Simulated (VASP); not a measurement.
# CuO (P1) in VASP: notebook, part 2 of 2

VASP 6.6.1. Earlier steps stand in the parts before.

### Step 3. Single point, r2SCAN+U

POSCAR

```
CuO
1.0
    2.3418500000     -1.7113000000      0.0000000000
   -1.4918200000     -1.7113000000     -5.0578700000
    2.3418500000      5.1339000000      0.0000000000
Cu O
4 4
Direct
    0.3213271600      0.9565765600      0.2905417800
    0.6786728400      0.0434234400      0.7094582200
    0.3225567000      0.5218645100      0.6836463300
    0.6774433000      0.4781354900      0.3163536700
    0.4176716400      0.7073204800      0.0098998500
    0.4139283600      0.7926795200      0.6585001500
    0.2249395900      0.3481680500      0.0734239800
    0.9434604100      0.1518319500      0.2581760200
```

INCAR.step1

```
SYSTEM = CuO
PREC     = Accurate       ! precision mode
ENCUT    = 520            ! plane-wave cutoff, eV
ISMEAR   = -1             ! smearing method
SIGMA    = 0.05           ! smearing width, eV
LREAL    = .False.        ! projectors in reciprocal space
LASPH    = .True.         ! aspherical terms in the spheres
NELM     = 150            ! most SCF steps
LMAXMIX  = 4              ! l up to which the mixer works
LDAU     = .True.         ! DFT+U
LDAUTYPE = 2            
LDAUL    = 2 -1           ! shell
LDAUU    = 5.3 0          ! U, eV
LDAUJ    = 0 0          
NBANDS   = 44             ! bands
GGA      = PE             ! functional
ALGO     = Normal         ! electronic algorithm
EDIFF    = 1E-4           ! SCF threshold, eV
LWAVE    = .True.         ! write WAVECAR
LCHARG   = .False.        ! write CHGCAR
```

INCAR.step2

```
SYSTEM = CuO
PREC     = Accurate       ! precision mode
ENCUT    = 520            ! plane-wave cutoff, eV
EDIFF    = 1E-6           ! SCF threshold, eV
ISMEAR   = -1             ! smearing method
SIGMA    = 0.05           ! smearing width, eV
LREAL    = .False.        ! projectors in reciprocal space
LASPH    = .True.         ! aspherical terms in the spheres
NELM     = 150            ! most SCF steps
ALGO     = Normal         ! electronic algorithm
ISIF     = 2              ! what is computed and relaxed
LWAVE    = .False.        ! write WAVECAR
LCHARG   = .False.        ! write CHGCAR
LMAXMIX  = 4              ! l up to which the mixer works
LDAU     = .True.         ! DFT+U
LDAUTYPE = 2            
LDAUL    = 2 -1           ! shell
LDAUU    = 5.3 0          ! U, eV
LDAUJ    = 0 0          
LDAUPRINT= 1            
METAGGA  = R2SCAN         ! meta-GGA
LMIXTAU  = .True.       
NBANDS   = 44             ! bands
ISTART   = 1
```

KPOINTS

```
Automatic mesh
0
Gamma
  9 5 5
  0 0 0
```

Potentials or basis: VASP PAW PBE potentials, release 64 (Cu, O).

Run with:

```console
> cat potpaw_PBE.64/Cu/POTCAR potpaw_PBE.64/O/POTCAR > POTCAR
> cp INCAR.step1 INCAR
> mpirun -np 1 vasp_std > vasp.out
> cp INCAR.step2 INCAR
> mpirun -np 1 vasp_std > vasp.out
```

OUTCAR:

```text
SYSTEM = CuO
   PREC = Accurate
   ENCUT = 520
   EDIFF = 1E-6
   ISMEAR = -1
   LREAL = .False.
   LASPH = .True.
   NELM = 150
   ISIF = 2
   METAGGA = R2SCAN
   ISTART = 1

 ion  position               nearest neighbor table
   1  0.321  0.957  0.291-   8 1.60   5 1.73   8 2.15   2 2.23
   2  0.679  0.043  0.709-   6 1.46   1 2.23   7 2.31
   3  0.323  0.522  0.684-   6 1.58   5 1.68   4 2.42   4 2.43
   4  0.677  0.478  0.316-   7 1.60   8 1.93   7 2.26   6 2.32   3 2.42   3 2.43
   5  0.418  0.707  0.010-   3 1.68   1 1.73
   6  0.414  0.793  0.659-   2 1.46   3 1.58   4 2.32
   7  0.225  0.348  0.073-   4 1.60   4 2.26   2 2.31
   8  0.943  0.152  0.258-   1 1.60   4 1.93   1 2.15

  LATTYP: Found a triclinic cell.
 ALAT       =     5.8009685786
 B/A-ratio  =     1.6360783372
 C/A-ratio  =     2.0759489700
 COS(alpha) =     0.0013450221
 COS(beta)  =     0.5225206785
 COS(gamma) =     0.8445132113

  Lattice vectors:

 A1 = (  -4.6837000000,  -3.4226000000,   0.0000000000)
 A2 = (  -6.1755200000,  -5.1339000000,  -5.0578700000)
 A3 = (  -4.0419100000,  -5.1339000000,  10.1157400000)

Analysis of symmetry for initial positions (statically):
=====================================================================
 Subroutine PRICEL returns:
 Original cell was already a primitive cell.

 Routine SETGRP: Setting up the symmetry group for a
 triclinic supercell.

 Subroutine GETGRP returns: Found  1 space group operations
 (whereof  1 operations were pure point group operations)
 out of a pool of  2 trial point group operations.

The static configuration has the point symmetry C_1 .

[... 293 lines left out ...]
  o =  0.9752  v =  0.5623  0.7140  0.3570  0.0013  0.2155  0.0000  0.0000  0.0000  0.0000  0.0000      0.0000  0.0000  0.0000  0.0000  0.0000  0.0000  0.0000  0.0000  0.0000  0.0000
  o =  0.9752  v =  0.0000  0.0000  0.0000  0.0000  0.0000  0.5623  0.7140  0.3570  0.0013  0.2155      0.0000  0.0000  0.0000  0.0000  0.0000  0.0000  0.0000  0.0000  0.0000  0.0000
  o =  0.9851  v =  0.0000  0.0000  0.0000  0.0000  0.0000  0.4070 -0.4558  0.5281 -0.4096 -0.4242      0.0000  0.0000  0.0000  0.0000  0.0000  0.0000  0.0000  0.0000  0.0000  0.0000
  o =  0.9851  v =  0.4070 -0.4558  0.5281 -0.4096 -0.4242  0.0000  0.0000  0.0000  0.0000  0.0000      0.0000  0.0000  0.0000  0.0000  0.0000  0.0000  0.0000  0.0000  0.0000  0.0000

 number of electron      68.0000012 magnetization

 Free energy of the ion-electron system (eV)
  ---------------------------------------------------
  ext. energy  EPLUGINS =         0.00000000
  ---------------------------------------------------
  free energy    TOTEN  =       -54.80902551 eV

  energy without entropy =      -54.77872155  energy(sigma->0) =      -54.79387353

 E-fermi :   4.8969     XC(G=0): -12.4846

 val. band max:        4.8954454099   @ k =   0.0000   0.4000   0.4000
 cond. band min:       4.8982277261   @ k =  -0.2222  -0.2000   0.2000
 fundamental gap:      0.0027823162
 Fermi energy:         4.8969141127

 k-point     1 :       0.0000    0.0000    0.0000
  band No.  band energies     occupation
      1     -16.7777      2.00000
      2     -16.1178      2.00000
      3     -14.5780      2.00000
      4     -14.1344      2.00000
      5      -4.2967      2.00000
      6      -3.1932      2.00000
[... 1117 lines left out ...]
     43      16.3631      0.00000
     44      18.3551      0.00000

 [... further k-points ...]

------------------------ aborting loop because EDIFF is reached ----------------------------------------

  FORCE on cell =-STRESS in cart. coord.  units (eV):
  Direction    XX          YY          ZZ          XY          YZ          ZX
  --------------------------------------------------------------------------------------
  -------------------------------------------------------------------------------------
  Total       18.5265206     13.8841109     31.4650913      0.0625657      9.5314954     -0.8378303
  in kB      366.0931211    274.3568309    621.7656132      1.2363289    188.3470169    -16.5559368
  external PRESSURE =     420.7385218 kB  Pullay stress =       0.0000000 kB

 VOLUME and BASIS-vectors are now :
 -----------------------------------------------------------------------------
  energy-cutoff  :      520.00
  volume of cell :       81.08
      direct lattice vectors                 reciprocal lattice vectors
     2.341850000 -1.711300000  0.000000000     0.320259624 -0.146087770 -0.045032734
    -1.491820000 -1.711300000 -5.057870000     0.000000000  0.000000000 -0.197711685
     2.341850000  5.133900000  0.000000000     0.106753208  0.146087770 -0.080914806

 POSITION                                       TOTAL-FORCE (eV/Angst)
 -----------------------------------------------------------------------------------
      0.00587     -0.69526     -4.83824         3.051119     -0.635804      2.379694
      3.18601      2.40656     -0.21963         4.863137     -4.647304    -12.686773
      1.57785      2.06471     -2.63952         0.334899      2.073171      6.986728
      1.61403     -0.35341     -2.41835         4.664344     -0.108774     -2.690922
     -0.05389     -1.87437     -3.57754         1.840672      1.880462      1.244012
      1.32893      1.31581     -4.00927        -5.249811      1.176697      6.272409
      0.17932     -0.60381     -1.76099        -6.347403     -1.558879      2.238115
      2.58755     -0.54892     -0.76795        -3.156956      1.820430     -3.743263
 -----------------------------------------------------------------------------------
    total drift:                               -0.012434     -0.018264      0.007671

  FREE ENERGIE OF THE ION-ELECTRON SYSTEM (eV)
  ---------------------------------------------------
  free  energy   TOTEN  =       -54.8090255059 eV

  energy  without entropy=      -54.7787215465  energy(sigma->0) =      -54.79387353
```

OSZICAR.step1:

```text
N       E                     dE             d eps       ncg     rms          rms(c)
DAV:   1     0.832968441456E+03    0.83297E+03   -0.31521E+04 10196   0.254E+03
DAV:   2     0.140549627166E+03   -0.69242E+03   -0.64882E+03 10056   0.550E+02
DAV:   3    -0.170685078755E+02   -0.15762E+03   -0.14794E+03 10752   0.265E+02
DAV:   4    -0.317875097377E+02   -0.14719E+02   -0.14342E+02 13768   0.873E+01
DAV:   5    -0.320401694554E+02   -0.25266E+00   -0.25216E+00 13028   0.134E+01    0.249E+01
DAV:   6    -0.310180125316E+02    0.10222E+01   -0.73186E+01 15392   0.243E+02    0.217E+01
DAV:   7    -0.225062135040E+02    0.85118E+01   -0.51469E+01 14036   0.135E+02    0.103E+01
DAV:   8    -0.216250838522E+02    0.88113E+00   -0.77349E+00 15064   0.597E+01    0.505E+00
DAV:   9    -0.215719401678E+02    0.53144E-01   -0.17507E+00 15192   0.274E+01    0.325E+00
DAV:  10    -0.215244650091E+02    0.47475E-01   -0.22286E-01 15444   0.106E+01    0.217E+00
DAV:  11    -0.215193282432E+02    0.51368E-02   -0.20236E-01 15756   0.138E+01    0.196E+00
DAV:  12    -0.214808784732E+02    0.38450E-01   -0.17998E-01 14764   0.119E+01    0.610E-01
DAV:  13    -0.214782510890E+02    0.26274E-02   -0.32121E-02 15360   0.601E+00    0.192E-01
DAV:  14    -0.214785516196E+02   -0.30053E-03   -0.44670E-03 15324   0.780E-01    0.114E-01
DAV:  15    -0.214787062814E+02   -0.15466E-03   -0.82229E-04 11868   0.600E-01    0.733E-02
DAV:  16    -0.214786724332E+02    0.33848E-04   -0.32115E-04  6648   0.528E-01
   1 F= -.21478672E+02 E0= -.21461299E+02  d E =-.347470E-01
```

Wall time 50 min (1 thread of Oxide Virtual Turin-like, shared host); peak memory 0.39 GiB.

What came out:

```
Free energy            : -54.8090 eV
Pressure               : 42.1 GPa
Largest force          : 14.360 eV/Å
Band gap on the k mesh : zero (bands 34 and 35 overlap by 0.27 eV)
```

Forces on the atoms (eV/Å):
```
Cu    3.051  -0.636   2.380
Cu    4.863  -4.647 -12.687
Cu    0.335   2.073   6.987
Cu    4.664  -0.109  -2.691
O     1.841   1.880   1.244
O    -5.250   1.177   6.272
O    -6.347  -1.559   2.238
O    -3.157   1.820  -3.743
```

Stress tensor (GPa, compression positive):
```
36.61  0.12 -1.66
 0.12 27.44 18.83
-1.66 18.83 62.18
```

Levels at points of the mesh, in eV from the Fermi level:
| k point | band 31 | band 32 | band 33 | band 34 | band 35 | band 36 | band 37 | band 38 |
| --- | --- | --- | --- | --- | --- | --- | --- | --- |
| (0.00, 0.00, 0.00) | -0.90 | -0.63 | -0.43 | 0.10 | 0.23 | 0.61 | 0.78 | 4.93 |

Eigenvalues of the final occupation matrices:
| site | spin | trace | eigenvalues |
| --- | --- | --- | --- |
| site 1 d | 1 | 4.72 | 0.89 0.94 0.95 0.96 0.96 |
| site 1 d | 2 | 4.72 | 0.89 0.94 0.95 0.96 0.96 |
| site 2 d | 1 | 4.79 | 0.91 0.96 0.96 0.98 0.98 |
| site 2 d | 2 | 4.79 | 0.91 0.96 0.96 0.98 0.98 |
| site 3 d | 1 | 4.73 | 0.84 0.95 0.96 0.98 0.99 |
| site 3 d | 2 | 4.73 | 0.84 0.95 0.96 0.98 0.99 |
| site 4 d | 1 | 4.73 | 0.88 0.94 0.95 0.98 0.99 |
| site 4 d | 2 | 4.73 | 0.88 0.94 0.95 0.98 0.99 |

Caveat: the stress differs along the axes, from 27 to 62 GPa; semilocal functionals underestimate gaps, and a narrow one can read as zero; the PAW data sets were made with another functional, which shifts forces and pressure a little; U without spin polarisation on a metal has little footing.
